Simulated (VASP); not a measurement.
Input of a VASP 6.6.1 run:

File INCAR:

```
  PREC = Accurate
  ENCUT = 520
  EDIFF = 1E-6
  ISMEAR = -1
  SIGMA = 0.06122561905347299
  LREAL = False
  LASPH = True
  NELM = 80
  ALGO = Normal
  ISIF = 2
  LWAVE = False
  LCHARG = False
  GGA = PE
  NBANDS = 24
```

Contents of KPOINTS:

```
regular mesh
0
Gamma
  13 13 13
```

Contents of POSCAR:

```
InO3
1.0
    4.1265418114      0.0000000000      0.0000000000
    0.0000000000      4.1265418114      0.0000000000
    0.0000000000      0.0000000000      4.1265418114
In O
1 3
Direct
    0.0000000000      0.0000000000      0.0000000000
    0.5000000000      0.0000000000      0.0000000000
    0.0000000000      0.5000000000      0.0000000000
    0.0000000000      0.0000000000      0.5000000000
```

Potentials or basis: VASP PAW PBE potentials, release 64 (In_d, O).

Launch:

```bash
$ cat potpaw_PBE.64/In_d/POTCAR potpaw_PBE.64/O/POTCAR > POTCAR
$ mpirun -np 1 vasp_std > vasp.out
```

(1) Predict the pressure.

## Answers

(1) 4.8 GPa.

Caveat: an odd number of electrons without spin polarisation forces a metal; a magnetic or distorted state may lie lower.
